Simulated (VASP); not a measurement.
Set up this calculation in VASP 6.6.1, as the native input.

```
Task                   : single point
Functional             : r2SCAN
Potentials or basis    : VASP PAW PBE potentials, release 64 (Mg, Se)
Cutoff                 : 660 eV
k mesh                 : 5 × 5 × 5
Occupations            : gaussian, width 0.01 eV
Spin                   : no spin polarisation
Dipole correction      : no
Further INCAR settings : ALGO = Normal; EDIFF = 1e-06; NBANDS = 11
```

The system is MgSe.

```
Mg Se
1.0
     0.00000    2.72550    2.72550
     2.72550    0.00000    2.72550
     2.72550    2.72550    0.00000
Mg Se
1 1
Direct
  0.00000 0.00000 0.00000
  0.50000 0.50000 0.50000
```

The input as run:

POSCAR

```
MgSe
1.0
    0.0000000000      2.7255000000      2.7255000000
    2.7255000000      0.0000000000      2.7255000000
    2.7255000000      2.7255000000      0.0000000000
Mg Se
1 1
Direct
    0.0000000000      0.0000000000      0.0000000000
    0.5000000000      0.5000000000      0.5000000000
```

INCAR.step1

```
ALGO = Normal ; EDIFF = 1E-5
ENCUT = 660 ; GGA = PE
GGA_COMPAT = F ; ISMEAR = 0
LASPH = T ; LCHARG = F
LREAL = F ; LWAVE = T
NBANDS = 11 ; NELM = 120
PREC = Accurate ; SIGMA = 0.01
```

INCAR.step2

```
ALGO = Normal ; EDIFF = 1E-6
ENCUT = 660 ; GGA_COMPAT = F
ISIF = 2 ; ISMEAR = 0
ISTART = 1 ; LASPH = T
LCHARG = F ; LMIXTAU = T
LREAL = F ; LWAVE = F
METAGGA = R2SCAN ; NBANDS = 11
NELM = 120 ; PREC = Accurate
SIGMA = 0.01
```

KPOINTS

```
k-points
0
Gamma
  5 5 5
```

Potentials or basis: VASP PAW PBE potentials, release 64 (Mg, Se).

Run with:

```console
$ cat potpaw_PBE.64/Mg/POTCAR potpaw_PBE.64/Se/POTCAR > POTCAR
$ cp INCAR.step1 INCAR
$ mpirun -np 1 vasp_std > vasp.out
$ cp INCAR.step2 INCAR
$ mpirun -np 1 vasp_std > vasp.out
```

Results of the run:

```
Pressure               : 0.6 GPa
Band gap on the k mesh : 2.87 eV, indirect (least direct gap 3.49 eV)
```

Caveat: the PAW data sets were made with another functional, which shifts forces and pressure a little.

Run time: 22 s on 1 thread of AMD EPYC 9R45 96-Core Processor (Zen 5), with other jobs on the host, peak memory 0.16 GiB.
